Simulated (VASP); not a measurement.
# GaAs (F-43m) in VASP: a series of runs

GaAs is run at these levels: PBE; tasks: single point.

Everything below comes from runs of VASP 6.6.1. Logs are shortened: lines on timing, memory, paths and dates and some standing lists are left out, and cuts for length are marked.

### Step 1. The cell of the first run

The structure is cubic, space group F-43m (No. 216). The conventional cell has a = 5.687 Å, b = 5.687 Å, c = 5.687 Å, α = 90.00°, β = 90.00°, γ = 90.00°. Within 3.3 Å of Ga (site symmetry -43m) lie 4 As at 2.46 Å. As (site symmetry -43m) has 4 Ga at 2.46 Å within 3.3 Å.

### Step 2. Single point, PBE (volume scaled by 0.97)

INCAR

```
SYSTEM = GaAs
PREC = Accurate
ENCUT = 520
EDIFF = 1E-6
ISMEAR = 0
SIGMA = 0.02
LREAL = .FALSE.
LASPH = .TRUE.
NELM = 60
ALGO = Normal
ISIF = 2
LWAVE = .FALSE.
LCHARG = .FALSE.
GGA = PE
NBANDS = 16
```

KPOINTS

```
regular mesh
0
G
  12 12 12
  0 0 0
```

POSCAR

```
GaAs
1.0
    0.0000000000      2.8436731962      2.8436731962
    2.8436731962      0.0000000000      2.8436731962
    2.8436731962      2.8436731962      0.0000000000
Ga As
1 1
Direct
    0.0000000000      0.0000000000      0.0000000000
    0.2500000000      0.2500000000      0.2500000000
```

Potentials or basis: VASP PAW PBE potentials, release 64 (Ga_d, As).

Started as:

```
> cat potpaw_PBE.64/Ga_d/POTCAR potpaw_PBE.64/As/POTCAR > POTCAR
> mpirun -np 1 vasp_std > vasp.out
```

OUTCAR:

```text
SYSTEM = GaAs
   PREC = Accurate
   ENCUT = 520
   EDIFF = 1E-6
   ISMEAR = 0
   LREAL = .FALSE.
   LASPH = .TRUE.
   NELM = 60
   ISIF = 2
   GGA = PE

 ion  position               nearest neighbor table
   1  0.000  0.000  0.000-   2 2.46   2 2.46   2 2.46   2 2.46
   2  0.250  0.250  0.250-   1 2.46   1 2.46   1 2.46   1 2.46

  LATTYP: Found a face centered cubic cell.
 ALAT       =     5.6873463924

  Lattice vectors:

 A1 = (   0.0000000000,   2.8436731962,   2.8436731962)
 A2 = (   2.8436731962,   0.0000000000,   2.8436731962)
 A3 = (   2.8436731962,   2.8436731962,   0.0000000000)

Analysis of symmetry for initial positions (statically):
=====================================================================
 Subroutine PRICEL returns:
 Original cell was already a primitive cell.

 Routine SETGRP: Setting up the symmetry group for a
 face centered cubic supercell.

 Subroutine GETGRP returns: Found 24 space group operations
 (whereof 24 operations were pure point group operations)
 out of a pool of 48 trial point group operations.

The static configuration has the point symmetry T_d .

Analysis of symmetry for dynamics (positions and initial velocities):
=====================================================================
 Subroutine PRICEL returns:
 Original cell was already a primitive cell.

 Routine SETGRP: Setting up the symmetry group for a
 face centered cubic supercell.

 Subroutine GETGRP returns: Found 24 space group operations
 (whereof 24 operations were pure point group operations)
 out of a pool of 48 trial point group operations.

The dynamic configuration has the point symmetry T_d .

 Subroutine INISYM returns: Found 24 space group operations
 (whereof 24 operations are pure point group operations),
 and found     1 'primitive' translations

----------------------------------------------------------------------------------------

                                     Primitive cell

  volume of cell :      45.9906

  direct lattice vectors                    reciprocal lattice vectors
     0.000000000  2.843673196  2.843673196    -0.175828925  0.175828925  0.175828925
     2.843673196  0.000000000  2.843673196     0.175828925 -0.175828925  0.175828925
     2.843673196  2.843673196  0.000000000     0.175828925  0.175828925 -0.175828925

  length of vectors
     4.021561201  4.021561201  4.021561201     0.304544631  0.304544631  0.304544631

  position of ions in fractional coordinates (direct lattice)
     0.000000000  0.000000000  0.000000000
     0.250000000  0.250000000  0.250000000

  ion indices of the primitive-cell ions
   primitive index   ion index
                 1           1
                 2           2

----------------------------------------------------------------------------------------

 KPOINTS: regular mesh

Automatic generation of k-mesh.
 Grid dimensions read from file:
 generate k-points for:   12   12   12

 Generating k-lattice:

  Cartesian coordinates                     Fractional coordinates (reciprocal lattice)
    -0.014652410  0.014652410  0.014652410     0.083333333  0.000000000  0.000000000
     0.014652410 -0.014652410  0.014652410     0.000000000  0.083333333  0.000000000
     0.014652410  0.014652410 -0.014652410     0.000000000  0.000000000  0.083333333

  Length of vectors
     0.025378719  0.025378719  0.025378719

  Shift w.r.t. Gamma in fractional coordinates (k-lattice)
     0.000000000  0.000000000  0.000000000

 Subroutine IBZKPT returns following result:
 ===========================================

 Found     72 irreducible k-points:

 Following reciprocal coordinates:
            Coordinates               Weight
  0.000000  0.000000  0.000000      1.000000
  0.083333  0.000000  0.000000      8.000000
  0.166667  0.000000  0.000000      8.000000
  0.250000  0.000000  0.000000      8.000000
  0.333333  0.000000  0.000000      8.000000
  0.416667  0.000000  0.000000      8.000000
[... 16 lines left out ...]
  0.500000  0.166667  0.000000     24.000000
 -0.416667  0.166667  0.000000     24.000000
 [... further k-points ...]
   k-points           NKPTS =     72   k-points in BZ     NKDIM =     72   number of bands    NBANDS=     16
   number of dos      NEDOS =    301   number of ions     NIONS =      2
   total plane-waves  NPLWV =  27000
   dimension x,y,z NGX =    30 NGY =   30 NGZ =   30
   dimension x,y,z NGXF=    60 NGYF=   60 NGZF=   60
   ions per type =               1   1
   NGX,Y,Z   is equivalent  to a cutoff of  12.40, 12.40, 12.40 a.u.
   NGXF,Y,Z  is equivalent  to a cutoff of  24.80, 24.80, 24.80 a.u.
 SYSTEM =  GaAs
   PREC   = accura    normal or accurate (medium, high low for compatibility)
   ISTART =      0    job   : 0-new  1-cont  2-samecut
   ICHARG =      2    charge: 1-file 2-atom 10-const
   ISPIN  =      1    spin polarized calculation?
   LNONCOLLINEAR =      F non collinear calculations
   LSORBIT =      F    spin-orbit coupling
   LASPH  =      T    aspherical Exc in radial PAW
   ENCUT  =  520.0 eV  38.22 Ry    6.18 a.u.   7.48  7.48  7.48*2*pi/ulx,y,z
   NELM   =     60;   NELMIN=  2; NELMDL= -5     # of ELM steps
   EDIFF  = 0.1E-05   stopping-criterion for ELM
   LREAL  =      F    real-space projection
   EDIFFG = 0.1E-04   stopping-criterion for IOM
   NSW    =      0    number of steps for IOM
   IBRION =     -1    ionic relax: 0-MD 1-quasi-New 2-CG
   NFREE  =      0    steps in history (QN), initial steepest desc. (CG)
   ISIF   =      2    stress and relaxation
   ISYM   =      2    0-nonsym 1-usesym 2-fastsym
   POTIM  = 0.5000    time-step for ionic-motion
   TEBEG  =    0.0;   TEEND  =   0.0 temperature during run
   PSTRESS=    0.0 pullay stress
   NELECT =      18.0000    total number of electrons
   NUPDOWN=      -1.0000    fix difference up-down
   EMIN   =  10.00;   EMAX   =-10.00  energy-range for DOS
   EFERMI =   0.00;   METHOD = LEGACY
   ISMEAR =     0;   SIGMA  =   0.02  broadening in eV -4-tet -1-fermi 0-gaus
   EFERMI_NEDOS =   21; number of points for ismear=-14 and -15
   IALGO  =     38    algorithm
   IMIX   =      4    mixing-type and parameters
     AMIX     =   0.40;   BMIX     =  1.00
     AMIX_MAG =   1.60;   BMIX_MAG =  1.00
  volume/ion in A,a.u.               =      23.00       155.18
  Fermi-wavevector in a.u.,A,eV,Ry     =   1.197501  2.262949 19.510881  1.434009
  Thomas-Fermi vector in A             =   2.333414
   LORBIT       =      0    0 simple, 1 ext, 2 COOP (PROOUT), +10 PAW based schemes
   GGA     = PE    functional components
   LHFCALC =     F    Hartree Fock is set to
   AEXX    =    0.0000 exact exchange contribution
   IVDW    =     0    specifies the selected vdW correction
   LEPSILON=     F    determine dielectric tensor
   LRPA    =     F    only Hartree local field effects (RPA)
 non-spin polarized calculation
 Gauss-broadening in eV      SIGMA  =   0.02
  energy-cutoff  :      520.00
  volume of cell :       45.99
 maximum number of plane-waves:      1258
 NGX is ok and might be reduce to    30
   NGX = 15   NGY = 15   NGZ = 15

 number of electron      17.9999985 magnetization

 Free energy of the ion-electron system (eV)
  ---------------------------------------------------
  ext. energy  EPLUGINS =         0.00000000
  ---------------------------------------------------
  free energy    TOTEN  =        -8.26607151 eV

  energy without entropy =       -8.26607151  energy(sigma->0) =       -8.26607151

 E-fermi :   3.9294     XC(G=0):  -9.5087

 val. band max:        3.7648766670   @ k =   0.0000   0.0000   0.0000
 cond. band min:       4.1522226578   @ k =   0.0000   0.0000   0.0000
 fundamental gap:      0.3873459909
 Fermi energy:         3.9293613541

 k-point     1 :       0.0000    0.0000    0.0000
  band No.  band energies     occupation
      1     -11.0094      2.00000
      2     -11.0094      2.00000
      3     -11.0094      2.00000
      4     -10.9345      2.00000
      5     -10.9345      2.00000
      6      -8.8341      2.00000
[... 8 lines left out ...]
     15      13.8442      0.00000
     16      13.8442      0.00000

 k-point     2 :       0.0833    0.0000    0.0000
  band No.  band energies     occupation
      1     -11.0151      2.00000
      2     -11.0078      2.00000
      3     -11.0078      2.00000
      4     -10.9345      2.00000
      5     -10.9345      2.00000
      6      -8.7544      2.00000
[... 8 lines left out ...]
     15      13.3231      0.00000
     16      13.3231      0.00000

 k-point     3 :       0.1667    0.0000    0.0000
  band No.  band energies     occupation
      1     -11.0300      2.00000
      2     -11.0038      2.00000
      3     -11.0038      2.00000
      4     -10.9346      2.00000
      5     -10.9346      2.00000
      6      -8.5222      2.00000
[... 8 lines left out ...]
     15      12.7862      0.00000
     16      12.7862      0.00000

 k-point     4 :       0.2500    0.0000    0.0000
  band No.  band energies     occupation
      1     -11.0490      2.00000
      2     -10.9988      2.00000
      3     -10.9988      2.00000
      4     -10.9341      2.00000
      5     -10.9341      2.00000
      6      -8.1602      2.00000
[... 8 lines left out ...]
     15      12.7662      0.00000
     16      12.7662      0.00000

 k-point     5 :       0.3333    0.0000    0.0000
  band No.  band energies     occupation
      1     -11.0666      2.00000
      2     -10.9945      2.00000
      3     -10.9945      2.00000
      4     -10.9329      2.00000
      5     -10.9329      2.00000
      6      -7.7185      2.00000
[... 8 lines left out ...]
     15      13.3884      0.00000
     16      13.3884      0.00000

 k-point     6 :       0.4167    0.0000    0.0000
  band No.  band energies     occupation
      1     -11.0789      2.00000
      2     -10.9920      2.00000
      3     -10.9920      2.00000
      4     -10.9315      2.00000
      5     -10.9315      2.00000
      6      -7.3068      2.00000
[... 8 lines left out ...]
     15      14.5134      0.00000
     16      14.5134      0.00000

 k-point     7 :       0.5000    0.0000    0.0000
  band No.  band energies     occupation
      1     -11.0832      2.00000
      2     -10.9911      2.00000
      3     -10.9911      2.00000
      4     -10.9308      2.00000
      5     -10.9308      2.00000
      6      -7.1242      2.00000
[... 8 lines left out ...]
     15      15.5470      0.00000
     16      15.5470      0.00000

 k-point     8 :       0.0833    0.0833    0.0000
  band No.  band energies     occupation
      1     -11.0186      2.00000
      2     -11.0064      2.00000
      3     -11.0064      2.00000
      4     -10.9356      2.00000
      5     -10.9336      2.00000
      6      -8.7278      2.00000
[... 8 lines left out ...]
     15      12.5994      0.00000
     16      13.9552      0.00000

 k-point     9 :       0.1667    0.0833    0.0000
  band No.  band energies     occupation
      1     -11.0307      2.00000
      2     -11.0032      2.00000
      3     -11.0024      2.00000
      4     -10.9368      2.00000
      5     -10.9329      2.00000
      6      -8.5464      2.00000
[... 8 lines left out ...]
     15      12.7620      0.00000
     16      13.6640      0.00000
[... 172 lines left out ...]
 k-point    19 :       0.1667    0.1667    0.0000
  band No.  band energies     occupation
      1     -11.0414      2.00000
      2     -10.9982      2.00000
      3     -10.9982      2.00000
      4     -10.9394      2.00000
      5     -10.9314      2.00000
      6      -8.4179      2.00000
[... 8 lines left out ...]
     15      13.3365      0.00000
     16      14.2873      0.00000

 k-point    20 :       0.2500    0.1667    0.0000
  band No.  band energies     occupation
      1     -11.0557      2.00000
      2     -10.9936      2.00000
      3     -10.9928      2.00000
      4     -10.9414      2.00000
      5     -10.9301      2.00000
      6      -8.1479      2.00000
[... 8 lines left out ...]
     15      14.1970      0.00000
     16      14.3130      0.00000

 k-point    21 :       0.3333    0.1667    0.0000
  band No.  band energies     occupation
      1     -11.0699      2.00000
      2     -10.9901      2.00000
      3     -10.9879      2.00000
      4     -10.9420      2.00000
      5     -10.9291      2.00000
      6      -7.7656      2.00000
[... 8 lines left out ...]
     15      14.4661      0.00000
     16      14.6295      0.00000

 k-point    22 :       0.4167    0.1667    0.0000
  band No.  band energies     occupation
      1     -11.0813      2.00000
      2     -10.9880      2.00000
      3     -10.9846      2.00000
      4     -10.9406      2.00000
      5     -10.9287      2.00000
      6      -7.3361      2.00000
[... 8 lines left out ...]
     15      14.6150      0.00000
     16      15.4726      0.00000

 k-point    23 :       0.5000    0.1667    0.0000
  band No.  band energies     occupation
      1     -11.0876      2.00000
      2     -10.9873      2.00000
      3     -10.9835      2.00000
      4     -10.9379      2.00000
      5     -10.9295      2.00000
      6      -6.9957      2.00000
[... 8 lines left out ...]
     15      15.2208      0.00000
     16      15.5702      0.00000

 k-point    24 :      -0.4167    0.1667    0.0000
  band No.  band energies     occupation
      1     -11.0876      2.00000
      2     -10.9874      2.00000
      3     -10.9843      2.00000
      4     -10.9351      2.00000
      5     -10.9318      2.00000
      6      -6.9409      2.00000
[... 8 lines left out ...]
     15      14.0800      0.00000
     16      14.8128      0.00000

 [... further k-points ...]
[... 5 lines left out ...]
  --------------------------------------------------------------------------------------
  -------------------------------------------------------------------------------------
  Total        0.6209593      0.6209593      0.6209593     -0.0000000      0.0000000     -0.0000000
  in kB       21.6323968     21.6323968     21.6323968     -0.0000000      0.0000000     -0.0000000
  external PRESSURE =      21.6323968 kB  Pullay stress =       0.0000000 kB

 VOLUME and BASIS-vectors are now :
 -----------------------------------------------------------------------------
  energy-cutoff  :      520.00
  volume of cell :       45.99
      direct lattice vectors                 reciprocal lattice vectors
     0.000000000  2.843673196  2.843673196    -0.175828925  0.175828925  0.175828925
     2.843673196  0.000000000  2.843673196     0.175828925 -0.175828925  0.175828925
     2.843673196  2.843673196  0.000000000     0.175828925  0.175828925 -0.175828925

 POSITION                                       TOTAL-FORCE (eV/Angst)
 -----------------------------------------------------------------------------------
      0.00000      0.00000      0.00000         0.000000      0.000000      0.000000
      1.42184      1.42184      1.42184        -0.000000     -0.000000     -0.000000
 -----------------------------------------------------------------------------------
    total drift:                                0.000002      0.000002      0.000002

  FREE ENERGIE OF THE ION-ELECTRON SYSTEM (eV)
  ---------------------------------------------------
  free  energy   TOTEN  =        -8.2660715131 eV

  energy  without entropy=       -8.2660715131  energy(sigma->0) =       -8.26607151
```

It took 19 s on 1 thread of Intel Xeon 6975P-C (Granite Rapids), shared host; peak memory 0.2 GiB.

Results:

```
Free energy            : -8.2661 eV
Pressure               : 2.2 GPa
Band gap on the k mesh : 0.39 eV, direct
```

### Step 3. Single point, PBE (volume scaled by 1.03)

INCAR

```
  PREC = Accurate
  ENCUT = 520
  EDIFF = 1E-6
  ISMEAR = 0
  SIGMA = 0.02
  LREAL = False
  LASPH = True
  NELM = 60
  ALGO = Normal
  ISIF = 2
  LWAVE = False
  LCHARG = True
  GGA = PE
  LELF = True
  LVHAR = True
  NBANDS = 16
```

KPOINTS

```
Automatic mesh
0
Gamma
  12 12 12
```

POSCAR

```
GaAs
1.0
    0.0000000000      2.9011366215      2.9011366215
    2.9011366215      0.0000000000      2.9011366215
    2.9011366215      2.9011366215      0.0000000000
Ga As
1 1
Direct
    0.0000000000      0.0000000000      0.0000000000
    0.2500000000      0.2500000000      0.2500000000
```

Potentials or basis: VASP PAW PBE potentials, release 64 (Ga_d, As).

Started as:

```
> cat potpaw_PBE.64/Ga_d/POTCAR potpaw_PBE.64/As/POTCAR > POTCAR
> mpirun -np 1 vasp_std > vasp.out
```

Run time: 16 s. Hardware: 1 thread of Intel Xeon 6975P-C (Granite Rapids), shared host; peak memory 0.21 GiB.

Results (log left out):

```yaml
Free_energy: -8.2701 eV
Pressure: -1.5 GPa
Band_gap_on_the_k_mesh: zero (filled and empty bands touch)
```

Levels at points of the mesh, in eV from the Fermi level:
| k point | band 5 | band 6 | band 7 | band 8 | band 9 | band 10 | band 11 | band 12 | band 13 | band 14 |
| --- | --- | --- | --- | --- | --- | --- | --- | --- | --- | --- |
| (0.00, 0.00, 0.00) | -14.63 | -12.20 | -0.05 | -0.01 | -0.01 | -0.01 | 3.70 | 3.70 | 3.70 | 7.35 |
| (0.50, 0.00, 0.00) | -14.62 | -10.67 | -6.24 | -1.04 | -1.04 | 0.79 | 4.60 | 4.60 | 7.65 | 9.82 |
| (0.50, 0.50, 0.00) | -14.62 | -10.03 | -6.48 | -2.42 | -2.42 | 1.60 | 1.68 | 9.55 | 9.55 | 10.29 |
